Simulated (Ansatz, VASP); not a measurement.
**Two plane-wave programs on PtSe2**

```xyz
3
Lattice="3.7517 0.0000 0.0000 -1.8758 3.2490 0.0000 0.0000 0.0000 6.7227" Properties=species:S:1:pos:R:3 pbc="T T T"
Pt    0.0000    0.0000    0.0000
Se    0.0000    2.1660    1.3458
Se    1.8758    1.0830    5.3769
```

Change from the starting cell: strain +0.0300 x Voigt [0, 0, 1, 0, 0, 0], atoms carried along.

Alike in both runs: task single point; functional PBE; k mesh 12 × 12 × 4; occupations gaussian, width 0.05 eV; no spin polarisation.

```csv
,VASP,Ansatz
version,VASP 6.6.1,Ansatz 0.2.0
potentials or method,"VASP PAW PBE potentials, release 64 (Pt, Se), cutoff 520 eV","scalar-relativistic, plane waves, PAW"
valence electrons in the cell,22,50
```

VASP gave:

| Item | Value |
| --- | --- |
| gap on the k mesh at the Fermi level (eV) | 0.99 |
| least direct gap on the mesh (eV) | 1.13 |
| pressure (GPa) | -1.9 |
| traceless stress, the component that is largest in VASP (GPa) | -0.35 |
| rms of the force components (eV/Å) | 0.200 |

Q: Which values does Ansatz return?

A: gap on the k mesh at the Fermi level (eV): 1.00; least direct gap on the mesh (eV): 1.14; pressure (GPa): -1.9; traceless stress, the component that is largest in VASP (GPa): -0.35; rms of the force components (eV/Å): 0.199.

Atom by atom the forces differ by 0.002 eV/Å (rms over components). With one functional, cell and mesh, what is left measures potentials, basis and numerics. VASP's potentials hold 22 valence electrons a cell and Ansatz's 50, so a difference there can come from the potentials and not from the codes.

Neither program's run includes spin-orbit coupling.
